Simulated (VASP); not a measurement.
Write the native input for VASP 6.6.1 that does the following.

| Quantity | Value |
| --- | --- |
| Task | single point |
| Functional | r2SCAN |
| Potentials or basis | VASP PAW PBE potentials, release 64 (Al, N) |
| Cutoff | 520 eV |
| k mesh | 10 × 10 × 10 |
| Occupations | gaussian, width 0.05 eV |
| Spin | no spin polarisation |
| Dipole correction | no |
| Further INCAR settings | ALGO = Normal; EDIFF = 1e-07; NBANDS = 11 |

The system is AlN.

```xyz
2
Lattice="0.0000 2.0345 1.9328 2.0345 0.0000 1.9328 2.0345 2.0345 0.0000" Properties=species:S:1:pos:R:3 pbc="T T T"
Al    2.0345    2.0345    1.9328
N     0.0000    0.0000    0.0000
```

This cell differs from its parent crystal: strain +0.000 along x and y, -0.050 along z.

One way to write it, as run:

POSCAR

```
AlN
1.0
    0.0000000000      2.0345180000      1.9327921000
    2.0345180000      0.0000000000      1.9327921000
    2.0345180000      2.0345180000      0.0000000000
Al N
1 1
Direct
    0.5000000000      0.5000000000      0.5000000000
    0.0000000000      0.0000000000      0.0000000000
```

INCAR.step1

```
SYSTEM = AlN
ALGO     = Normal         ! electronic algorithm
EDIFF    = 1E-4           ! SCF threshold, eV
ENCUT    = 520            ! plane-wave cutoff, eV
GGA      = PE             ! functional
ISMEAR   = 0              ! smearing method
LASPH    = .True.         ! aspherical terms in the spheres
LCHARG   = .False.        ! write CHGCAR
LREAL    = .False.        ! projectors in reciprocal space
LWAVE    = .True.         ! write WAVECAR
NBANDS   = 11             ! bands
NELM     = 80             ! most SCF steps
PREC     = Accurate       ! precision mode
SIGMA    = 0.05           ! smearing width, eV
```

INCAR.step2

```
SYSTEM = AlN
ALGO     = Normal         ! electronic algorithm
EDIFF    = 1E-7           ! SCF threshold, eV
ENCUT    = 520            ! plane-wave cutoff, eV
ISIF     = 2              ! what is computed and relaxed
ISMEAR   = 0              ! smearing method
ISTART   = 1            
LASPH    = .True.         ! aspherical terms in the spheres
LCHARG   = .False.        ! write CHGCAR
LMIXTAU  = .True.       
LREAL    = .False.        ! projectors in reciprocal space
LWAVE    = .False.        ! write WAVECAR
METAGGA  = R2SCAN         ! meta-GGA
NBANDS   = 11             ! bands
NELM     = 80             ! most SCF steps
PREC     = Accurate       ! precision mode
SIGMA    = 0.05           ! smearing width, eV
```

KPOINTS

```
k-points
0
Gamma
  10 10 10
  0 0 0
```

Potentials or basis: VASP PAW PBE potentials, release 64 (Al, N).

The run is started by

```sh
$ cat potpaw_PBE.64/Al/POTCAR potpaw_PBE.64/N/POTCAR > POTCAR
$ cp INCAR.step1 INCAR
$ mpirun -np 1 vasp_std > vasp.out
$ cp INCAR.step2 INCAR
$ mpirun -np 1 vasp_std > vasp.out
```

Results of the run:

```json
{
 "Pressure": "8.9 GPa",
 "Band gap on the k mesh": "5.42 eV, indirect (least direct gap 6.82 eV)"
}
```

Caveat: the cell differs from its parent crystal (strain +0.000 along x and y, -0.050 along z); the PAW data sets were made with another functional, which shifts forces and pressure a little.

Run time: 26 s on 1 thread of Intel(R) Xeon(R) 6975P-C (Granite Rapids), with other jobs on the host, peak memory 0.14 GiB.
